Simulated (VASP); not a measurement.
Input of a VASP 6.6.1 run:

The input INCAR:

```
SYSTEM = AlB2As3
PREC = Accurate ; ENCUT = 520
EDIFF = 1E-6 ; ISMEAR = 0
SIGMA = 0.01 ; LREAL = .FALSE.
LASPH = .TRUE. ; NELM = 80
ALGO = Normal ; ISIF = 2
LWAVE = .FALSE. ; LCHARG = .FALSE.
GGA = PE ; NBANDS = 36
```

The input KPOINTS:

```
Automatic mesh
0
G
  12 12 2
  0 0 0
```

The input POSCAR:

```
AlB2As3
1.0
    3.5785665151      0.0000000000      0.0000000000
   -1.7892832575      3.0991295112      0.0000000000
    0.0000000000      0.0000000000     18.2544939517
Al B As
2 4 6
Direct
    0.3333333333      0.6666666667      0.9948261061
    0.3333333333      0.6666666667      0.3422652234
    0.3333333333      0.6666666667      0.6684437339
    0.6666666667      0.3333333333      0.1678241947
    0.6666666667      0.3333333333      0.5157376500
    0.6666666667      0.3333333333      0.8205769533
    0.3333333333      0.6666666667      0.1311486643
    0.3333333333      0.6666666667      0.4785755431
    0.3333333333      0.6666666667      0.7839218953
    0.6666666667      0.3333333333      0.2823450496
    0.6666666667      0.3333333333      0.6313264381
    0.6666666667      0.3333333333      0.9350085683
```

Potentials or basis: VASP PAW PBE potentials, release 64 (Al, B, As).

Launch:

```sh
$ cat potpaw_PBE.64/Al/POTCAR potpaw_PBE.64/B/POTCAR potpaw_PBE.64/As/POTCAR > POTCAR
$ mpirun -np 1 vasp_std > vasp.out
```

(1) Estimate the pressure.

(2) Predict the largest force.

## Answers

(1) 0.3 GPa.

(2) 0.025 eV/Å.
